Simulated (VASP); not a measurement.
Write the native input for VASP 6.6.1 that does the following.

```
Task                   : single point
Functional             : r2SCAN
Potentials or basis    : VASP PAW PBE potentials, release 64 (Pt)
Cutoff                 : 520 eV
k mesh                 : 24 × 24 × 24
Occupations            : gaussian, width 0.15 eV
Spin                   : no spin polarisation
Dipole correction      : no
Further INCAR settings : ALGO = Normal; EDIFF = 1e-06; NBANDS = 11
```

The system is Pt.

```
CELL_PARAMETERS angstrom
0.00000 1.74438 2.46655
1.74438 0.00000 2.46655
1.74438 1.74438 0.00000
ATOMIC_POSITIONS crystal
Pt 0.00000 0.00000 0.00000
```

This cell differs from its parent crystal: ratio of the length along z to the lengths across it x 1.414, volume and fractional coordinates fixed.

These files were run (other wordings do the same):

POSCAR

```
Pt
1.0
    0.0000000000      1.7443784117      2.4665510741
    1.7443784117      0.0000000000      2.4665510741
    1.7443784117      1.7443784117      0.0000000000
Pt
1
Direct
    0.0000000000      0.0000000000      0.0000000000
```

INCAR.step1

```
PREC     = Accurate       # precision mode
ENCUT    = 520            # plane-wave cutoff, eV
ISMEAR   = 0              # smearing method
SIGMA    = 0.15           # smearing width, eV
LREAL    = False          # projectors in reciprocal space
LASPH    = True           # aspherical terms in the spheres
NELM     = 100            # most SCF steps
NBANDS   = 11             # bands
GGA      = PE             # functional
ALGO     = Normal         # electronic algorithm
EDIFF    = 1E-4           # SCF threshold, eV
LWAVE    = True           # write WAVECAR
LCHARG   = False          # write CHGCAR
```

INCAR.step2

```
PREC     = Accurate       # precision mode
ENCUT    = 520            # plane-wave cutoff, eV
EDIFF    = 1E-6           # SCF threshold, eV
ISMEAR   = 0              # smearing method
SIGMA    = 0.15           # smearing width, eV
LREAL    = False          # projectors in reciprocal space
LASPH    = True           # aspherical terms in the spheres
NELM     = 100            # most SCF steps
ALGO     = Normal         # electronic algorithm
ISIF     = 2              # what is computed and relaxed
LWAVE    = False          # write WAVECAR
LCHARG   = False          # write CHGCAR
METAGGA  = R2SCAN         # meta-GGA
LMIXTAU  = True         
NBANDS   = 11             # bands
ISTART   = 1
```

KPOINTS

```
regular mesh
0
Gamma
  24 24 24
```

Potentials or basis: VASP PAW PBE potentials, release 64 (Pt).

The run is started by

```sh
$ cat potpaw_PBE.64/Pt/POTCAR > POTCAR
$ cp INCAR.step1 INCAR
$ mpirun -np 1 vasp_std > vasp.out
$ cp INCAR.step2 INCAR
$ mpirun -np 1 vasp_std > vasp.out
```

It gave:

* Pressure: 30.8 GPa
* Band gap on the k mesh: zero (band 5 reaches 14.05 eV, above the bottom of band 6 at 8.90 eV)

Caveat: the PAW data sets were made with another functional, which shifts forces and pressure a little; spin-orbit coupling is left out, which moves the levels of the heavy elements.

Run time: 3.7 min on 1 thread of Intel(R) Xeon(R) Platinum 8375C CPU @ 2.90GHz (Ice Lake), with other jobs on the host, peak memory 0.29 GiB.
